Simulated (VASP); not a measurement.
Write the native input for VASP 6.6.1 that does the following.

```
Task                   : single point
Functional             : r2SCAN
Potentials or basis    : VASP PAW PBE potentials, release 64 (Ni, B, Au)
Cutoff                 : 660 eV
k mesh                 : 10 × 10 × 10
Occupations            : gaussian, width 0.1 eV
Spin                   : no spin polarisation
Dipole correction      : no
Further INCAR settings : ALGO = Normal; EDIFF = 1e-06; NBANDS = 23
```

NiB3Au:

```
CELL_PARAMETERS angstrom
4.10906 0.00000 0.00000
0.00000 4.10906 0.00000
0.00000 0.00000 4.10906
ATOMIC_POSITIONS crystal
Ni 0.00000 0.00000 0.00000
B 0.00000 0.50000 0.50000
B 0.50000 0.00000 0.50000
B 0.50000 0.50000 0.00000
Au 0.50000 0.50000 0.50000
```

The input as run:

POSCAR

```
NiB3Au
1.0
    4.1090641977      0.0000000000      0.0000000000
    0.0000000000      4.1090641977      0.0000000000
    0.0000000000      0.0000000000      4.1090641977
Ni B Au
1 3 1
Direct
    0.0000000000      0.0000000000      0.0000000000
    0.0000000000      0.5000000000      0.5000000000
    0.5000000000      0.0000000000      0.5000000000
    0.5000000000      0.5000000000      0.0000000000
    0.5000000000      0.5000000000      0.5000000000
```

INCAR.step1

```
SYSTEM = NiB3Au
PREC = Accurate ; ENCUT = 660
ISMEAR = 0 ; SIGMA = 0.1
LREAL = .FALSE. ; LASPH = .TRUE.
NELM = 120 ; NBANDS = 23
GGA = PE ; ALGO = Normal
EDIFF = 1E-5 ; LWAVE = .TRUE.
LCHARG = .FALSE. ; GGA_COMPAT = .FALSE.
```

INCAR.step2

```
SYSTEM = NiB3Au
PREC = Accurate ; ENCUT = 660
EDIFF = 1E-6 ; ISMEAR = 0
SIGMA = 0.1 ; LREAL = .FALSE.
LASPH = .TRUE. ; NELM = 120
ALGO = Normal ; ISIF = 2
LWAVE = .FALSE. ; LCHARG = .FALSE.
METAGGA = R2SCAN ; LMIXTAU = .TRUE.
NBANDS = 23 ; ISTART = 1
GGA_COMPAT = .FALSE.
```

KPOINTS

```
Automatic mesh
0
G
  10 10 10
  0 0 0
```

Potentials or basis: VASP PAW PBE potentials, release 64 (Ni, B, Au).

Launch:

```console
$ cat potpaw_PBE.64/Ni/POTCAR potpaw_PBE.64/B/POTCAR potpaw_PBE.64/Au/POTCAR > POTCAR
$ cp INCAR.step1 INCAR
$ mpirun -np 1 vasp_std > vasp.out
$ cp INCAR.step2 INCAR
$ mpirun -np 1 vasp_std > vasp.out
```

It gave:

```json
{"Pressure": "0.1 GPa", "Band gap on the k mesh": "zero (bands 15 and 16 overlap by 1.62 eV)"}
```

Caveat: the PAW data sets were made with another functional, which shifts forces and pressure a little; spin-orbit coupling is left out, which moves the levels of the heavy elements.

It took 13 min on 1 thread of AMD EPYC 7R13, with other jobs on the host, peak memory 0.29 GiB.
